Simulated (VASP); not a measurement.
# KAg2AsP4 (I-42m) in VASP: single point with PBE

Aim: the single point of KAg2AsP4 with PBE.

All numbers are computed with VASP 6.6.1; they aren't measurements. Logs are shortened: lines on timing, memory, paths and dates and some standing lists are left out, and cuts for length are marked.

## Step 1: The cell of the first run

The structure is tetragonal, space group I-42m (No. 121). Conventional cell: a = 6.565 Å, b = 6.565 Å, c = 7.875 Å, α = 90.00°, β = 90.00°, γ = 90.00°. Within 3.4 Å of Ag (site symmetry -4) lie 4 P at 2.60 Å. Within 2.5 Å of As (site symmetry -42m) lie 4 P at 1.89 Å. Within 4.3 Å of K (site symmetry -42m) lie 8 P at 3.26 to 3.27 Å and 8 Ag at 3.83 Å and 2 As at 3.94 Å. P (site symmetry m) has 1 As at 1.89 Å within 2.5 Å.

## Step 2: Single point, PBE

Input file INCAR:

```
PREC = Accurate ; ENCUT = 520
EDIFF = 1E-7 ; ISMEAR = -1
SIGMA = 0.0102 ; LREAL = F
LASPH = T ; NELM = 80
ALGO = Normal ; ISIF = 2
LWAVE = F ; LCHARG = F
GGA = PE ; NBANDS = 38
```

Input file KPOINTS:

```
Automatic mesh
0
Gamma
  7 7 7
```

Input file POSCAR:

```
KAg2AsP4
1.0
   -3.2824700000      3.2824700000      3.9376510000
    3.2824700000     -3.2824700000      3.9376510000
    3.2824700000      3.2824700000     -3.9376510000
Ag As K P
2 1 1 4
Direct
    0.2500000000      0.7500000000      0.5000000000
    0.7500000000      0.2500000000      0.5000000000
    0.0000000000      0.0000000000      0.0000000000
    0.5000000000      0.5000000000      0.0000000000
    0.0315000000      0.6965000000      0.0000000000
    0.3035000000      0.3035000000      0.3350000000
    0.6965000000      0.0315000000      0.0000000000
    0.9685000000      0.9685000000      0.6650000000
```

Potentials or basis: VASP PAW PBE potentials, release 64 (Ag, As, K_sv, P).

Launch:

```bash
cat potpaw_PBE.64/Ag/POTCAR potpaw_PBE.64/As/POTCAR potpaw_PBE.64/K_sv/POTCAR potpaw_PBE.64/P/POTCAR > POTCAR
mpirun -np 1 vasp_std > vasp.out
```

OUTCAR:

```text
PREC = Accurate
   ENCUT = 520
   EDIFF = 1E-7
   ISMEAR = -1
   LREAL = F
   LASPH = T
   NELM = 80
   ISIF = 2
   GGA = PE

 ion  position               nearest neighbor table
   1  0.250  0.750  0.500-   6 2.60   8 2.60   5 2.60   7 2.60
   2  0.750  0.250  0.500-   6 2.60   8 2.60   7 2.60   5 2.60
   3  0.000  0.000  0.000-   5 1.89   7 1.89   8 1.89   6 1.89
   4  0.500  0.500  0.000-   5 3.26   7 3.26   6 3.26   8 3.26   8 3.27   7 3.27   6 3.27   5 3.27

   5  0.032  0.697  0.000-   3 1.89   1 2.60   2 2.60   4 3.26   4 3.27
   6  0.303  0.303  0.335-   3 1.89   2 2.60   1 2.60   4 3.26   4 3.27
   7  0.697  0.032  0.000-   3 1.89   2 2.60   1 2.60   4 3.26   4 3.27
   8  0.968  0.968  0.665-   3 1.89   2 2.60   1 2.60   4 3.26   4 3.27

  LATTYP: Found a body centered tetragonal cell.
 ALAT       =     6.5649400000
 C/A-ratio  =     1.1995999963

  Lattice vectors:

 A1 = (  -3.2824700000,   3.2824700000,   3.9376510000)
 A2 = (   3.2824700000,  -3.2824700000,   3.9376510000)
 A3 = (   3.2824700000,   3.2824700000,  -3.9376510000)

Analysis of symmetry for initial positions (statically):
=====================================================================
 Subroutine PRICEL returns:
 Original cell was already a primitive cell.

 Routine SETGRP: Setting up the symmetry group for a
 body centered tetragonal supercell.

 Subroutine GETGRP returns: Found  8 space group operations
 (whereof  8 operations were pure point group operations)
 out of a pool of 16 trial point group operations.

The static configuration has the point symmetry D_2d.

Analysis of symmetry for dynamics (positions and initial velocities):
=====================================================================
 Subroutine PRICEL returns:
 Original cell was already a primitive cell.

 Routine SETGRP: Setting up the symmetry group for a
 body centered tetragonal supercell.

 Subroutine GETGRP returns: Found  8 space group operations
 (whereof  8 operations were pure point group operations)
 out of a pool of 16 trial point group operations.

The dynamic configuration has the point symmetry D_2d.

 Subroutine INISYM returns: Found  8 space group operations
 (whereof  8 operations are pure point group operations),
 and found     1 'primitive' translations

----------------------------------------------------------------------------------------

                                     Primitive cell

  volume of cell :     169.7066

  direct lattice vectors                    reciprocal lattice vectors
    -3.282470000  3.282470000  3.937651000     0.000000000  0.152324317  0.126979257
     3.282470000 -3.282470000  3.937651000     0.152324317  0.000000000  0.126979257
     3.282470000  3.282470000 -3.937651000     0.152324317  0.152324317  0.000000000

  length of vectors
     6.087225476  6.087225476  6.087225476     0.198308924  0.198308924  0.215419115

  position of ions in fractional coordinates (direct lattice)
     0.250000000  0.750000000  0.500000000
     0.750000000  0.250000000  0.500000000
     0.000000000  0.000000000  0.000000000
     0.500000000  0.500000000  0.000000000
     0.031500000  0.696500000  0.000000000
     0.303500000  0.303500000  0.335000000
     0.696500000  0.031500000  0.000000000
     0.968500000  0.968500000  0.665000000

  ion indices of the primitive-cell ions
   primitive index   ion index
                 1           1
                 2           2
                 3           3
                 4           4
                 5           5
                 6           6
                 7           7
                 8           8

----------------------------------------------------------------------------------------

 KPOINTS: Automatic mesh

Automatic generation of k-mesh.
 Grid dimensions read from file:
 generate k-points for:    7    7    7

 Generating k-lattice:

  Cartesian coordinates                     Fractional coordinates (reciprocal lattice)
     0.000000000  0.021760617  0.018139894     0.142857143  0.000000000  0.000000000
     0.021760617  0.000000000  0.018139894     0.000000000  0.142857143  0.000000000
     0.021760617  0.021760617  0.000000000     0.000000000  0.000000000  0.142857143

  Length of vectors
     0.028329846  0.028329846  0.030774159

  Shift w.r.t. Gamma in fractional coordinates (k-lattice)
     0.000000000  0.000000000  0.000000000

 Subroutine IBZKPT returns following result:
 ===========================================

 Found     40 irreducible k-points:

 Following reciprocal coordinates:
            Coordinates               Weight
  0.000000  0.000000  0.000000      1.000000
  0.142857 -0.000000  0.000000      8.000000
  0.285714 -0.000000  0.000000      8.000000
  0.428571 -0.000000  0.000000      8.000000
  0.142857  0.142857  0.000000      8.000000
  0.285714  0.142857  0.000000     16.000000
[... 16 lines left out ...]
 -0.142857  0.285714  0.142857      8.000000
 -0.428571  0.428571  0.142857      8.000000
 [... further k-points ...]
   k-points           NKPTS =     40   k-points in BZ     NKDIM =     40   number of bands    NBANDS=     38
   number of dos      NEDOS =    301   number of ions     NIONS =      8
   total plane-waves  NPLWV = 110592
   dimension x,y,z NGX =    48 NGY =   48 NGZ =   48
   dimension x,y,z NGXF=    96 NGYF=   96 NGZF=   96
   ions per type =               2   1   1   4
   NGX,Y,Z   is equivalent  to a cutoff of  13.11, 13.11, 13.11 a.u.
   NGXF,Y,Z  is equivalent  to a cutoff of  26.22, 26.22, 26.22 a.u.
 SYSTEM =  unknown system
   PREC   = accura    normal or accurate (medium, high low for compatibility)
   ISTART =      0    job   : 0-new  1-cont  2-samecut
   ICHARG =      2    charge: 1-file 2-atom 10-const
   ISPIN  =      1    spin polarized calculation?
   LNONCOLLINEAR =      F non collinear calculations
   LSORBIT =      F    spin-orbit coupling
   LASPH  =      T    aspherical Exc in radial PAW
   ENCUT  =  520.0 eV  38.22 Ry    6.18 a.u.  11.32 11.32 11.32*2*pi/ulx,y,z
   NELM   =     80;   NELMIN=  2; NELMDL= -5     # of ELM steps
   EDIFF  = 0.1E-06   stopping-criterion for ELM
   LREAL  =      F    real-space projection
   EDIFFG = 0.1E-05   stopping-criterion for IOM
   NSW    =      0    number of steps for IOM
   IBRION =     -1    ionic relax: 0-MD 1-quasi-New 2-CG
   NFREE  =      0    steps in history (QN), initial steepest desc. (CG)
   ISIF   =      2    stress and relaxation
   ISYM   =      2    0-nonsym 1-usesym 2-fastsym
   POTIM  = 0.5000    time-step for ionic-motion
   TEBEG  =    0.0;   TEEND  =   0.0 temperature during run
   PSTRESS=    0.0 pullay stress
   NELECT =      56.0000    total number of electrons
   NUPDOWN=      -1.0000    fix difference up-down
   EMIN   =  10.00;   EMAX   =-10.00  energy-range for DOS
   EFERMI =   0.00;   METHOD = LEGACY
   ISMEAR =    -1;   SIGMA  =   0.01  broadening in eV -4-tet -1-fermi 0-gaus
   EFERMI_NEDOS =   21; number of points for ismear=-14 and -15
   IALGO  =     38    algorithm
   IMIX   =      4    mixing-type and parameters
     AMIX     =   0.40;   BMIX     =  1.00
     AMIX_MAG =   1.60;   BMIX_MAG =  1.00
  volume/ion in A,a.u.               =      21.21       143.15
  Fermi-wavevector in a.u.,A,eV,Ry     =   1.131283  2.137815 17.412753  1.279801
  Thomas-Fermi vector in A             =   2.267982
   LORBIT       =      0    0 simple, 1 ext, 2 COOP (PROOUT), +10 PAW based schemes
   GGA     = PE    functional components
   LHFCALC =     F    Hartree Fock is set to
   AEXX    =    0.0000 exact exchange contribution
   IVDW    =     0    specifies the selected vdW correction
   LEPSILON=     F    determine dielectric tensor
   LRPA    =     F    only Hartree local field effects (RPA)
 non-spin polarized calculation
  energy-cutoff  :      520.00
  volume of cell :      169.71
 maximum number of plane-waves:      4598
 NGX is ok and might be reduce to    48
   NGX = 23   NGY = 23   NGZ = 23

 number of electron      56.0000005 magnetization

 Free energy of the ion-electron system (eV)
  ---------------------------------------------------
  ext. energy  EPLUGINS =         0.00000000
  ---------------------------------------------------
  free energy    TOTEN  =       -23.77391164 eV

  energy without entropy =      -23.77209523  energy(sigma->0) =      -23.77300344

 E-fermi :   4.5930     XC(G=0):  -9.7061

 val. band max:        4.5892681170   @ k =  -0.1429   0.1429   0.0000
 cond. band min:       4.5946304689   @ k =  -0.1429   0.4286   0.1429
 fundamental gap:      0.0053623519
 Fermi energy:         4.5929617187

 k-point     1 :       0.0000    0.0000    0.0000
  band No.  band energies     occupation
      1     -24.8756      2.00000
      2     -12.1727      2.00000
      3      -8.5123      2.00000
      4      -8.4407      2.00000
      5      -8.4407      2.00000
      6      -6.3552      2.00000
[... 30 lines left out ...]
     37      10.6400      0.00000
     38      10.8188      0.00000

 k-point     2 :       0.1429   -0.0000    0.0000
  band No.  band energies     occupation
      1     -24.8755      2.00000
      2     -12.1663      2.00000
      3      -8.5058      2.00000
      4      -8.4425      2.00000
      5      -8.4417      2.00000
      6      -6.4008      2.00000
[... 30 lines left out ...]
     37      10.3728      0.00000
     38      10.8819      0.00000

 k-point     3 :       0.2857   -0.0000    0.0000
  band No.  band energies     occupation
      1     -24.8754      2.00000
      2     -12.1518      2.00000
      3      -8.4902      2.00000
      4      -8.4474      2.00000
      5      -8.4442      2.00000
      6      -6.5305      2.00000
[... 30 lines left out ...]
     37      10.6542      0.00000
[... 781 lines left out ...]
 k-point    23 :      -0.1429    0.2857    0.1429
  band No.  band energies     occupation
      1     -24.8754      2.00000
      2     -12.1399      2.00000
      3      -8.5284      2.00000
      4      -8.4488      2.00000
      5      -8.4445      2.00000
      6      -6.5401      2.00000
[... 30 lines left out ...]
     37      10.5753      0.00000
     38      11.0541      0.00000

 k-point    24 :      -0.4286    0.4286    0.1429
  band No.  band energies     occupation
      1     -24.8753      2.00000
      2     -12.1207      2.00000
      3      -8.5495      2.00000
      4      -8.4916      2.00000
      5      -8.4407      2.00000
      6      -6.5654      2.00000
[... 30 lines left out ...]
     37      10.2933      0.00000
     38      10.5618      0.00000

 [... further k-points ...]
[... 5 lines left out ...]
  --------------------------------------------------------------------------------------
  -------------------------------------------------------------------------------------
  Total       26.7397995     26.7397995     28.8445322      0.0000000     -0.0000000      0.0000000
  in kB      252.4468667    252.4468667    272.3173667      0.0000000     -0.0000000      0.0000000
  external PRESSURE =     259.0703667 kB  Pullay stress =       0.0000000 kB

 VOLUME and BASIS-vectors are now :
 -----------------------------------------------------------------------------
  energy-cutoff  :      520.00
  volume of cell :      169.71
      direct lattice vectors                 reciprocal lattice vectors
    -3.282470000  3.282470000  3.937651000     0.000000000  0.152324317  0.126979257
     3.282470000 -3.282470000  3.937651000     0.152324317  0.000000000  0.126979257
     3.282470000  3.282470000 -3.937651000     0.152324317  0.152324317  0.000000000

 POSITION                                       TOTAL-FORCE (eV/Angst)
 -----------------------------------------------------------------------------------
      3.28247      0.00000      1.96883        -0.000000      0.000000      0.000000
      0.00000      3.28247      1.96883        -0.000000      0.000000      0.000000
      0.00000      0.00000      0.00000        -0.000000      0.000000     -0.000000
      0.00000      0.00000      3.93765        -0.000000      0.000000      0.000000
      2.18284     -2.18284      2.86661        -6.848436      6.848436     -6.430539
      1.09963      1.09963      1.07104         6.848436      6.848436      6.430539
     -2.18284      2.18284      2.86661         6.848436     -6.848436     -6.430539
      2.18284      2.18284      5.00869        -6.848436     -6.848436      6.430539
 -----------------------------------------------------------------------------------
    total drift:                                0.000001      0.000001      0.000001

  FREE ENERGIE OF THE ION-ELECTRON SYSTEM (eV)
  ---------------------------------------------------
  free  energy   TOTEN  =       -23.7739116430 eV

  energy  without entropy=      -23.7720952315  energy(sigma->0) =      -23.77300344
```

It took 9.7 min on 1 thread of Intel Xeon 8259CL, shared host; peak memory 0.49 GiB.

Results:

| Item | Value |
| --- | --- |
| Free energy | -23.7739 eV |
| Pressure | 25.9 GPa |
| Largest force | 11.626 eV/Å |
| Band gap on the k mesh | zero (bands 28 and 29 overlap by 0.71 eV) |

Forces in eV/Å, atoms in the order of the input:
```
Ag   0.000  0.000  0.000
Ag   0.000  0.000  0.000
As   0.000  0.000  0.000
K    0.000  0.000  0.000
P   -6.848  6.848 -6.431
P    6.848  6.848  6.431
P    6.848 -6.848 -6.431
P   -6.848 -6.848  6.431
```

Stress tensor (GPa, compression positive):
```
25.24  0.00  0.00
 0.00 25.24  0.00
 0.00  0.00 27.23
```

Levels at points of the mesh, in eV from the Fermi level:
```csv
k point,band 25,band 26,band 27,band 28,band 29,band 30,band 31,band 32
"(0.00, 0.00, 0.00)",-1.52,-0.77,-0.77,0.14,0.14,0.61,2.99,4.09
```

Caveat: the cell stands under pressure; forces of over 1 eV/Å act on the atoms, so gaps and moduli don't describe the material at rest.
